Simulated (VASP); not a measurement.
Write the native input for VASP 6.6.1 that does the following.

```
Task                   : single point
Functional             : PBE
Potentials or basis    : VASP PAW PBE potentials, release 64 (Cd, S)
Cutoff                 : 520 eV
k mesh                 : 7 × 7 × 4
Occupations            : fermi-dirac, width 0.05 eV
Spin                   : no spin polarisation
Dipole correction      : no
Further INCAR settings : ALGO = Normal; EDIFF = 1e-06; NBANDS = 26
```

The structure of CdS (Greenockite) lies in POSCAR:

```
CdS
1.0
    4.0652823512      0.0000000000      0.0000000000
   -2.0326411756      3.5206377897      0.0000000000
    0.0000000000      0.0000000000      6.5994716144
Cd S
2 2
Direct
    0.6666666667      0.3333333333      0.5000000000
    0.3333333333      0.6666666667      0.0000000000
    0.6666666667      0.3333333333      0.8750000000
    0.3333333333      0.6666666667      0.3750000000
```

This cell differs from its parent crystal: volume scaled by 0.94.

One way to write it, as run:

INCAR

```
ALGO     = Normal         # electronic algorithm
EDIFF    = 1E-6           # SCF threshold, eV
ENCUT    = 520            # plane-wave cutoff, eV
GGA      = PE             # functional
ISIF     = 2              # what is computed and relaxed
ISMEAR   = -1             # smearing method
LASPH    = T              # aspherical terms in the spheres
LCHARG   = T              # write CHGCAR
LELF     = T              # ELF
LREAL    = F              # projectors in reciprocal space
LVHAR    = T            
LWAVE    = F              # write WAVECAR
NBANDS   = 26             # bands
NELM     = 60             # most SCF steps
PREC     = Accurate       # precision mode
SIGMA    = 0.05           # smearing width, eV
```

KPOINTS

```
k-points
0
Gamma
  7 7 4
```

Potentials or basis: VASP PAW PBE potentials, release 64 (Cd, S).

The run is started by

```console
$ cat potpaw_PBE.64/Cd/POTCAR potpaw_PBE.64/S/POTCAR > POTCAR
$ mpirun -np 1 vasp_std > vasp.out
```

Results of the run:

| Item | Value |
| --- | --- |
| Pressure | 7.0 GPa |
| Largest force | 0.082 eV/Å |
| Band gap on the k mesh | 1.34 eV, direct |

Run time: 26 s on 1 thread of Intel(R) Xeon(R) 6975P-C (Granite Rapids), with other jobs on the host, peak memory 0.22 GiB.
